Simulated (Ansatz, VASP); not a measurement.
**One calculation of Ca3H, two programs**

```xyz
4
Lattice="-2.3892 2.3892 5.9638 2.3892 -2.3892 5.9638 2.3892 2.3892 -5.9638" Properties=species:S:1:pos:R:3 pbc="T T T"
Ca    0.0000    0.0000    5.9638
Ca    2.3892    0.0000    2.9819
Ca    0.0000    2.3892    2.9819
H     0.0000    0.0000    0.0000
```

Alike in both runs: functional PBE; k mesh 6 × 6 × 6; occupations gaussian, width 0.1 eV; no spin polarisation.

Ansatz relaxed the structure, and its values are those at the end. VASP's run is a single point on that final structure, the one shown.

|  | VASP | Ansatz |
| --- | --- | --- |
| version | VASP 6.6.1 | Ansatz 0.2.0 |
| potentials or method | VASP PAW PBE potentials, release 64 (Ca_sv, H), cutoff 520 eV | scalar-relativistic, plane waves, PAW |
| valence electrons in the cell | 31 | 31 |

|  | VASP | Ansatz | Ansatz less VASP |
| --- | --- | --- | --- |
| gap on the k mesh at the Fermi level (eV) | none | none | - |
| pressure (GPa) | 0.1 | 0.1 | 0.00 |

A gap of «none» marks a metal or a gap that the smearing closes.
